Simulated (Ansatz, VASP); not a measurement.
## One calculation of W, two programs

```xyz
1
Lattice="0.0000 2.0300 2.0503 2.0300 0.0000 2.0503 2.0300 2.0300 0.0000" Properties=species:S:1:pos:R:3 pbc="T T T"
W     0.0000    0.0000    0.0000
```

Change from the starting cell: strain +0.0100 x Voigt [0, 0, 1, 0, 0, 0], atoms carried along.

Alike in both runs: task single point; functional r2SCAN; k mesh 20 × 20 × 20; occupations gaussian, width 0.15 eV; no spin polarisation.

|  | VASP | Ansatz |
| --- | --- | --- |
| version | VASP 6.6.1 | Ansatz 0.2.0 |
| potentials or method | VASP PAW PBE potentials, release 64 (W_sv), cutoff 520 eV | scalar-relativistic, plane waves, PAW |
| valence electrons in the cell | 14 | 14 |

|  | VASP | Ansatz | Ansatz less VASP |
| --- | --- | --- | --- |
| gap on the k mesh at the Fermi level (eV) | none | none | - |
| pressure (GPa) | -10.5 | -11.4 | -0.93 |
| traceless stress, the component that is largest in VASP (GPa) | 2.90 | 2.88 | -0.019 |

VASP's potentials were made for PBE, not for r2SCAN. A gap of «none» marks a metal or a gap that the smearing closes.

Spin-orbit coupling is off throughout.
